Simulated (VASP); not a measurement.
Wanted: the native input for a VASP 6.6.1 run.

```
Task                   : single point
Functional             : r2SCAN
Potentials or basis    : VASP PAW PBE potentials, release 64 (Zr_sv, O)
Cutoff                 : 520 eV
k mesh                 : 10 × 10 × 10
Occupations            : gaussian, width 0.15 eV
Spin                   : no spin polarisation
Dipole correction      : no
Further INCAR settings : ALGO = Normal; EDIFF = 1e-06; NBANDS = 39
```

Crystal: Zr2O.

```xyz
6
Lattice="4.8457 0.0000 0.0000 0.0000 4.8457 0.0000 0.0000 0.0000 4.8457" Properties=species:S:1:pos:R:3 pbc="T T T"
Zr    1.1992    1.1992    3.6098
Zr    3.6465    1.1992    1.2359
Zr    1.1992    3.6465    1.2359
Zr    3.6465    3.6465    3.6098
O     0.0000    0.0000    0.0000
O     2.4229    2.4229    2.4229
```

This cell differs from its parent crystal: atoms displaced along a vibrational mode.

One way to write it, as run:

POSCAR

```
Zr2O
1.0
    4.8457251933      0.0000000000      0.0000000000
    0.0000000000      4.8457251933      0.0000000000
    0.0000000000      0.0000000000      4.8457251933
Zr O
4 2
Direct
    0.2474725251      0.2474725251      0.7449450502
    0.7525274749      0.2474725251      0.2550549498
    0.2474725251      0.7525274749      0.2550549498
    0.7525274749      0.7525274749      0.7449450502
    0.0000000000      0.0000000000      0.0000000000
    0.5000000000      0.5000000000      0.5000000000
```

INCAR.step1

```
SYSTEM = Zr2O
  PREC = Accurate
  ENCUT = 520
  ISMEAR = 0
  SIGMA = 0.15
  LREAL = .FALSE.
  LASPH = .TRUE.
  NELM = 80
  NBANDS = 39
  GGA = PE
  ALGO = Normal
  EDIFF = 1E-4
  LWAVE = .TRUE.
  LCHARG = .FALSE.
```

INCAR.step2

```
SYSTEM = Zr2O
  PREC = Accurate
  ENCUT = 520
  EDIFF = 1E-6
  ISMEAR = 0
  SIGMA = 0.15
  LREAL = .FALSE.
  LASPH = .TRUE.
  NELM = 80
  ALGO = Normal
  ISIF = 2
  LWAVE = .FALSE.
  LCHARG = .TRUE.
  METAGGA = R2SCAN
  LMIXTAU = .TRUE.
  LELF = .TRUE.
  LVHAR = .TRUE.
  NBANDS = 39
  ISTART = 1
```

KPOINTS

```
regular mesh
0
G
  10 10 10
  0 0 0
```

Potentials or basis: VASP PAW PBE potentials, release 64 (Zr_sv, O).

Command:

```sh
$ cat potpaw_PBE.64/Zr_sv/POTCAR potpaw_PBE.64/O/POTCAR > POTCAR
$ cp INCAR.step1 INCAR
$ mpirun -np 1 vasp_std > vasp.out
$ cp INCAR.step2 INCAR
$ mpirun -np 1 vasp_std > vasp.out
```

It gave:

| Item | Value |
| --- | --- |
| Pressure | 0.2 GPa |
| Largest force | 0.027 eV/Å |
| Band gap on the k mesh | zero (bands 30 and 31 overlap by 0.86 eV) |

Caveat: the cell differs from its parent crystal (atoms displaced along a vibrational mode); the PAW data sets were made with another functional, which shifts forces and pressure a little.

Wall time 41 min on 1 thread of Oxide Virtual Turin-like Processor, with other jobs on the host, peak memory 0.48 GiB.
